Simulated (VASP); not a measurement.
Set up this calculation in VASP 6.6.1, as the native input.

| Property | Result |
| --- | --- |
| Task | single point |
| Functional | PBEsol |
| Potentials or basis | VASP PAW PBE potentials, release 64 (Mo_sv, S) |
| Cutoff | 520 eV |
| k mesh | 12 × 12 × 2 |
| Occupations | methfessel-paxton, width 0.156 eV |
| Spin | no spin polarisation |
| Dipole correction | no |
| Further INCAR settings | ALGO = Normal; EDIFF = 1e-07; NBANDS = 35 |

The structure of MoS2 lies in POSCAR:

```
MoS2
1.0
    3.1731000000      0.0000000000      0.0000000000
   -1.5865500000      2.7479852087      0.0000000000
    0.0000000000      0.0000000000     12.9474000000
Mo S
2 4
Direct
    0.3333333333      0.6666666667      0.2500000000
    0.6666666667      0.3333333333      0.7500000000
    0.3333333333      0.6666666667      0.6259932117
    0.6666666667      0.3333333333      0.1259932117
    0.3333333333      0.6666666667      0.8740067883
    0.6666666667      0.3333333333      0.3740067883
```

The input as run:

INCAR

```
SYSTEM = MoS2
PREC     = Accurate       ! precision mode
ENCUT    = 520            ! plane-wave cutoff, eV
EDIFF    = 1E-7           ! SCF threshold, eV
ISMEAR   = 1              ! smearing method
SIGMA    = 0.156          ! smearing width, eV
LREAL    = .FALSE.        ! projectors in reciprocal space
LASPH    = .TRUE.         ! aspherical terms in the spheres
NELM     = 100            ! most SCF steps
ALGO     = Normal         ! electronic algorithm
ISIF     = 2              ! what is computed and relaxed
LWAVE    = .FALSE.        ! write WAVECAR
LCHARG   = .FALSE.        ! write CHGCAR
GGA      = PS             ! functional
NBANDS   = 35             ! bands
```

KPOINTS

```
Automatic mesh
0
G
  12 12 2
  0 0 0
```

Potentials or basis: VASP PAW PBE potentials, release 64 (Mo_sv, S).

Launch:

```console
$ cat potpaw_PBE.64/Mo_sv/POTCAR potpaw_PBE.64/S/POTCAR > POTCAR
$ mpirun -np 1 vasp_std > vasp.out
```

Results of the run:

The pressure is -7.0 GPa and the largest force is 1.007 eV/Å. The band gap on the k mesh is 1.08 eV, indirect (least direct gap 1.73 eV).

Caveat: the PAW data sets were made with another functional, which shifts forces and pressure a little; this functional lacks dispersion, which binds the layers, so the pressure and a relaxed spacing across them are unreliable.

Wall time 65 s on 1 thread of Intel(R) Xeon(R) 6975P-C (Granite Rapids) (shared host), peak memory 0.28 GiB.
